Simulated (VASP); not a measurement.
A run of VASP 6.6.1:

Contents of INCAR:

```
SYSTEM = V
PREC = Accurate
ENCUT = 520
EDIFF = 1E-6
ISMEAR = -1
SIGMA = 0.1
LREAL = .False.
LASPH = .True.
NELM = 100
ALGO = Normal
ISIF = 2
LWAVE = .False.
LCHARG = .True.
GGA = CA
LELF = .True.
LVHAR = .True.
NBANDS = 26
```

KPOINTS

```
regular mesh
0
Gamma
  10 10 14
  0 0 0
```

The input POSCAR:

```
V
1.0
    3.8391341000      0.0000000000      0.0000000000
   -1.9195670500      3.3247876591      0.0000000000
    0.0000000000      0.0000000000      2.0584619162
V
3
Direct
    0.0000000000      0.0000000000      0.0000000000
    0.3333333333      0.6666666667      0.5000000000
    0.6666666667      0.3333333333      0.5000000000
```

Potentials or basis: VASP PAW LDA potentials, release 64 (V_sv).

Run with:

```sh
$ cat potpaw_LDA.64/V_sv/POTCAR > POTCAR
$ mpirun -np 1 vasp_std > vasp.out
```

Hardware: 1 thread of Intel(R) Xeon(R) Platinum 8375C CPU @ 2.90GHz (Ice Lake), on a shared host.

Estimate the wall time of this run.

Wall time 41 s on 1 thread of Intel(R) Xeon(R) Platinum 8375C CPU @ 2.90GHz (Ice Lake), on a shared host, peak memory 0.16 GiB. Counts: scf iterations 13, k points 112.
